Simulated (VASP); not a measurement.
# WC (C2) in VASP: single point with r2SCAN

Aim: the single point of WC with r2SCAN.

All numbers are computed with VASP 6.6.1; they aren't measurements. Logs are shortened: lines on timing, memory, paths and dates and some standing lists are left out, and cuts for length are marked.

### 1 The cell of the first run

The structure is monoclinic, space group C2 (No. 5). The conventional cell has a = 2.901 Å, b = 5.024 Å, c = 2.829 Å, α = 90.00°, β = 91.72°, γ = 90.00°. W (site symmetry 2) has 6 C at 2.16 to 2.22 Å and 8 W at 2.83 to 2.90 Å within 3.0 Å. Within 3.0 Å of C (site symmetry 2) lie 6 W at 2.16 to 2.22 Å and 8 C at 2.83 to 2.90 Å.

### 2 Single point, r2SCAN (strain -0.0300 x Voigt [0, 0, 0, 0, 1, 0])

The input, POSCAR:

```
WC
1.0
    2.9005014360      0.0000000000     -0.0435075215
   -1.4502507180      2.5119079273      0.0217537608
   -0.0424350000      0.0000000000      2.8290000000
W C
1 1
Direct
    0.0000000000      0.0000000000      0.0000000000
    0.6666666667      0.3333333333      0.5000000000
```

The input, INCAR.step1:

```
PREC = Accurate ; ENCUT = 520
ISMEAR = 0 ; SIGMA = 0.15
LREAL = False ; LASPH = True
NELM = 80 ; NBANDS = 16
GGA = PE ; ALGO = Normal
EDIFF = 1E-4 ; LWAVE = True
LCHARG = False
```

The input, INCAR.step2:

```
PREC = Accurate ; ENCUT = 520
EDIFF = 1E-7 ; ISMEAR = 0
SIGMA = 0.15 ; LREAL = False
LASPH = True ; NELM = 80
ALGO = Normal ; ISIF = 2
LWAVE = False ; LCHARG = False
METAGGA = R2SCAN ; LMIXTAU = True
NBANDS = 16 ; ISTART = 1
```

The input, KPOINTS:

```
regular mesh
0
Gamma
  18 18 16
```

Potentials or basis: VASP PAW PBE potentials, release 64 (W_sv, C).

Command:

```
> cat potpaw_PBE.64/W_sv/POTCAR potpaw_PBE.64/C/POTCAR > POTCAR
> cp INCAR.step1 INCAR
> mpirun -np 1 vasp_std > vasp.out
> cp INCAR.step2 INCAR
> mpirun -np 1 vasp_std > vasp.out
```

OUTCAR:

```text
PREC = Accurate
   ENCUT = 520
   EDIFF = 1E-7
   ISMEAR = 0
   LREAL = False
   LASPH = True
   NELM = 80
   ISIF = 2
   METAGGA = R2SCAN
   ISTART = 1

 ion  position               nearest neighbor table
   1  0.000  0.000  0.000-   2 2.16   2 2.16   2 2.19   2 2.19   2 2.22   2 2.22
   2  0.667  0.333  0.500-   1 2.16   1 2.16   1 2.19   1 2.19   1 2.22   1 2.22

  LATTYP: Found a base centered monoclinic cell.
 ALAT       =     2.9008277241
 B/A-ratio  =     1.7318559847
 C/A-ratio  =     0.9753485949
 COS(beta)  =    -0.0299932515

  Lattice vectors:

 A1 = (   1.4502507180,  -2.5119079273,  -0.0217537608)
 A2 = (   1.4502507180,   2.5119079273,  -0.0217537607)
 A3 = (  -0.0424350000,   0.0000000000,   2.8290000000)

Analysis of symmetry for initial positions (statically):
=====================================================================
 Subroutine PRICEL returns:
 Original cell was already a primitive cell.

 Routine SETGRP: Setting up the symmetry group for a
 base centered monoclinic supercell.

 Subroutine GETGRP returns: Found  2 space group operations
 (whereof  2 operations were pure point group operations)
 out of a pool of  4 trial point group operations.

The static configuration has the point symmetry C_2 .

Analysis of symmetry for dynamics (positions and initial velocities):
=====================================================================
 Subroutine PRICEL returns:
 Original cell was already a primitive cell.

 Routine SETGRP: Setting up the symmetry group for a
 base centered monoclinic supercell.

 Subroutine GETGRP returns: Found  2 space group operations
 (whereof  2 operations were pure point group operations)
 out of a pool of  4 trial point group operations.

The dynamic configuration has the point symmetry C_2 .

 Subroutine INISYM returns: Found  2 space group operations
 (whereof  2 operations are pure point group operations),
 and found     1 'primitive' translations

----------------------------------------------------------------------------------------

                                     Primitive cell

  volume of cell :      20.6069

  direct lattice vectors                    reciprocal lattice vectors
     2.900501436  0.000000000 -0.043507522     0.344845563  0.199051882  0.005172683
    -1.450250718  2.511907927  0.021753761     0.000000000  0.398103764  0.000000000
    -0.042435000  0.000000000  2.829000000     0.005303420 -0.000000000  0.353561347

  length of vectors
     2.900827724  2.900583011  2.829318245     0.398204559  0.398103764  0.353601120
[... 82 lines left out ...]
   LREAL  =      F    real-space projection
   EDIFFG = 0.1E-05   stopping-criterion for IOM
   NSW    =      0    number of steps for IOM
   IBRION =     -1    ionic relax: 0-MD 1-quasi-New 2-CG
   NFREE  =      0    steps in history (QN), initial steepest desc. (CG)
   ISIF   =      2    stress and relaxation
   ISYM   =      2    0-nonsym 1-usesym 2-fastsym
   POTIM  = 0.5000    time-step for ionic-motion
   TEBEG  =    0.0;   TEEND  =   0.0 temperature during run
   PSTRESS=    0.0 pullay stress
   NELECT =      18.0000    total number of electrons
   NUPDOWN=      -1.0000    fix difference up-down
   EMIN   =  10.00;   EMAX   =-10.00  energy-range for DOS
   EFERMI =   0.00;   METHOD = LEGACY
   ISMEAR =     0;   SIGMA  =   0.15  broadening in eV -4-tet -1-fermi 0-gaus
   EFERMI_NEDOS =   21; number of points for ismear=-14 and -15
   IALGO  =     38    algorithm
   IMIX   =      4    mixing-type and parameters
     AMIX     =   0.40;   BMIX     =  1.00
     AMIX_MAG =   1.60;   BMIX_MAG =  1.00
  volume/ion in A,a.u.               =      10.30        69.53
  Fermi-wavevector in a.u.,A,eV,Ry     =   1.564930  2.957289 33.320760  2.449007
  Thomas-Fermi vector in A             =   2.667481
   LORBIT       =      0    0 simple, 1 ext, 2 COOP (PROOUT), +10 PAW based schemes
   METAGGA = R2SCAN    functional components
   LHFCALC =     F    Hartree Fock is set to
   AEXX    =    0.0000 exact exchange contribution
   IVDW    =     0    specifies the selected vdW correction
   LEPSILON=     F    determine dielectric tensor
   LRPA    =     F    only Hartree local field effects (RPA)
 non-spin polarized calculation
 Gauss-broadening in eV      SIGMA  =   0.15
  energy-cutoff  :      520.00
  volume of cell :       20.61
 maximum number of plane-waves:       572
 NGX is ok and might be reduce to    24
   NGX = 11   NGY = 11   NGZ = 11

 number of electron      18.0000000 magnetization

 Free energy of the ion-electron system (eV)
  ---------------------------------------------------
  ext. energy  EPLUGINS =         0.00000000
  ---------------------------------------------------
  free energy    TOTEN  =       -61.58882886 eV

  energy without entropy =      -61.58573472  energy(sigma->0) =      -61.58728179

 E-fermi :  11.0747     XC(G=0): -15.0141

 val. band max:       11.0713051649   @ k =   0.5000   0.0556   0.4375
 cond. band min:      11.0801276060   @ k =   0.4444   0.2222   0.0000
 fundamental gap:      0.0088224411
 Fermi energy:        11.0747384792

 k-point     1 :       0.0000    0.0000    0.0000
  band No.  band energies     occupation
      1     -64.8640      2.00000
      2     -28.1698      2.00000
      3     -28.0632      2.00000
      4     -28.0624      2.00000
      5      -4.2321      2.00000
      6       6.5391      2.00000
[... 433 lines left out ...]
      3     -28.1776      2.00000
      4     -28.1078      2.00000
      5      -2.6739      2.00000
      6       5.2416      2.00000
[... 8 lines left out ...]
     15      26.1118      0.00000
     16      30.1341      0.00000

 [... further k-points ...]

------------------------ aborting loop because EDIFF is reached ----------------------------------------

  FORCE on cell =-STRESS in cart. coord.  units (eV):
  Direction    XX          YY          ZZ          XY          YZ          ZX
  --------------------------------------------------------------------------------------
  -------------------------------------------------------------------------------------
  Total        0.8898620      0.8476000      0.8568910      0.0000000      0.0000000      1.2692289
  in kB       69.1864804     65.9006186     66.6229965      0.0000000      0.0000000     98.6821294
  external PRESSURE =      67.2366985 kB  Pullay stress =       0.0000000 kB

 VOLUME and BASIS-vectors are now :
 -----------------------------------------------------------------------------
  energy-cutoff  :      520.00
  volume of cell :       20.61
      direct lattice vectors                 reciprocal lattice vectors
     2.900501436  0.000000000 -0.043507522     0.344845563  0.199051882  0.005172683
    -1.450250718  2.511907927  0.021753761     0.000000000  0.398103764  0.000000000
    -0.042435000  0.000000000  2.829000000     0.005303420 -0.000000000  0.353561347

 POSITION                                       TOTAL-FORCE (eV/Angst)
 -----------------------------------------------------------------------------------
      0.00000      0.00000      0.00000         0.000000     -0.028002     -0.000000
      1.42903      0.83730      1.39275        -0.000000      0.028002      0.000000
 -----------------------------------------------------------------------------------
    total drift:                               -0.000000      0.000039     -0.000000

  FREE ENERGIE OF THE ION-ELECTRON SYSTEM (eV)
  ---------------------------------------------------
  free  energy   TOTEN  =       -61.5888288617 eV

  energy  without entropy=      -61.5857347150  energy(sigma->0) =      -61.58728179
```

OUTCAR.step1:

```text
PREC = Accurate
   ENCUT = 520
   ISMEAR = 0
   LREAL = False
   LASPH = True
[... 681 lines left out ...]
      0.00000      0.00000      0.00000        -0.000000     -0.028082     -0.000000
      1.42903      0.83730      1.39275         0.000000      0.028082      0.000000
 -----------------------------------------------------------------------------------
    total drift:                               -0.000000      0.000039     -0.000000

  FREE ENERGIE OF THE ION-ELECTRON SYSTEM (eV)
  ---------------------------------------------------
  free  energy   TOTEN  =       -22.4169267091 eV

  energy  without entropy=      -22.4134038993  energy(sigma->0) =      -22.41516530
```

It took 18 min on 1 thread of Intel Xeon Platinum 8259CL at 2.50GHz (Skylake/Cascade Lake), shared host; peak memory 0.53 GiB.

What came out:

```yaml
Free_energy: -61.5888 eV
Pressure: 6.7 GPa
Largest_force: 0.028 eV/Å
Band_gap_on_the_k_mesh: zero (bands 9 and 10 overlap by 1.31 eV)
```

Forces in eV/Å, atoms in the order of the input:
```
W    0.000 -0.028  0.000
C    0.000  0.028  0.000
```

Caveat: the cell differs from its parent crystal (strain -0.0300 x Voigt [0, 0, 0, 0, 1, 0]); the cell stands under pressure; the PAW data sets were made with another functional, which shifts forces and pressure a little; spin-orbit coupling is left out, which moves the levels of the heavy elements.
